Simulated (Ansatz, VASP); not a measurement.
# Ir in VASP and in Ansatz

```
CELL_PARAMETERS angstrom
0.00000 1.93674 1.93674
1.93674 0.00000 1.93674
1.93674 1.93674 0.00000
ATOMIC_POSITIONS crystal
Ir 0.00000 0.00000 0.00000
```

Alike in both runs: task relaxation of cell and atoms; functional PBE; k mesh 18 × 18 × 18; occupations fermi-dirac, width 0.05 eV; non-collinear spin, spin-orbit coupling.

|  | VASP | Ansatz |
| --- | --- | --- |
| version | VASP 6.6.1 | Ansatz 0.2.0 |
| potentials or method | VASP PAW PBE potentials, release 64 (Ir), cutoff 500 eV | all-electron LAPW |

|  | VASP | Ansatz | Ansatz less VASP |
| --- | --- | --- | --- |
| relaxed volume (Å³/atom) | 14.57 | 14.52 | -0.041 |
| relaxed length of the cell vector where the two differ most in proportion (Å) | 2.741 | 2.739 | -0.0026 |

Ansatz ran all-electron here, and VASP with PAW potentials.
